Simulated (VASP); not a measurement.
Here is a VASP 6.6.1 calculation.

INCAR

```
ALGO = Normal ; EDIFF = 1E-6
ENCUT = 520 ; GGA = PE
ISIF = 2 ; ISMEAR = 0
ISPIN = 2 ; LASPH = T
LCHARG = T ; LELF = T
LMAXMIX = 4 ; LORBIT = 11
LREAL = F ; LVHAR = T
LWAVE = F ; MAGMOM = 0.5
NBANDS = 15 ; NELM = 150
PREC = Accurate ; SIGMA = 0.05
```

File KPOINTS:

```
k-points
0
Gamma
  20 20 20
```

File POSCAR:

```
Ni
1.0
   -1.4006336540      1.4006336540      1.4006336540
    1.4006336540     -1.4006336540      1.4006336540
    1.4006336540      1.4006336540     -1.4006336540
Ni
1
Direct
    0.0000000000      0.0000000000      0.0000000000
```

Potentials or basis: VASP PAW PBE potentials, release 64 (Ni).

Run with:

```bash
$ cat potpaw_PBE.64/Ni/POTCAR > POTCAR
$ mpirun -np 1 vasp_std > vasp.out
```

(1) Predict the site moments.

(2) Predict the pressure.

## Answers

(1) Ni +0.59 μB.

(2) -0.1 GPa.
